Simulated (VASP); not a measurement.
Pb: single point with LDA

The system is Pb.

```
Pb
1.0
     3.01821   -1.73857    0.00000
     3.01821    1.73857    0.00000
    -2.10126    0.00000    6.05432
Pb
2
Direct
  0.90851 0.90851 0.72629
  0.09149 0.09149 0.27371
```

```json
{
 "Program": "VASP 6.6.1",
 "Task": "single point",
 "Functional": "LDA",
 "Potentials or basis": "VASP PAW LDA potentials, release 64 (Pb_d)",
 "Cutoff": "520 eV",
 "k mesh": "9 × 9 × 5",
 "Occupations": "fermi-dirac, width 0.05 eV",
 "Spin": "no spin polarisation",
 "Dipole correction": "no",
 "Further INCAR settings": "ALGO = Fast; EDIFF = 1e-06; NBANDS = 21"
}
```

| Property | Result |
| --- | --- |
| Pressure | -2.4 GPa |
| Largest force | 0.137 eV/Å |
| Band gap on the k mesh | zero (bands 14 and 15 overlap by 7.71 eV) |

Forces in eV/Å, atoms in the order of the input:
```
Pb   0.026  0.000 -0.134
Pb  -0.026  0.000  0.134
```

Stress tensor (GPa, compression positive):
```
-2.38  0.00  0.01
 0.00 -2.36  0.00
 0.01  0.00 -2.48
```

Levels at points of the mesh, in eV from the Fermi level:
```tsv
k point	band 11	band 12	band 13	band 14	band 15	band 16	band 17	band 18
(0.00, 0.00, 0.00)	-11.58	-8.41	-4.04	6.32	6.53	6.58	6.63	6.75
```

Wall time 56 s on 1 thread of Intel(R) Xeon(R) 6975P-C (Granite Rapids), with other jobs on the host, peak memory 0.24 GiB.

Caveat: spin-orbit coupling is left out, which moves the levels of the heavy elements.
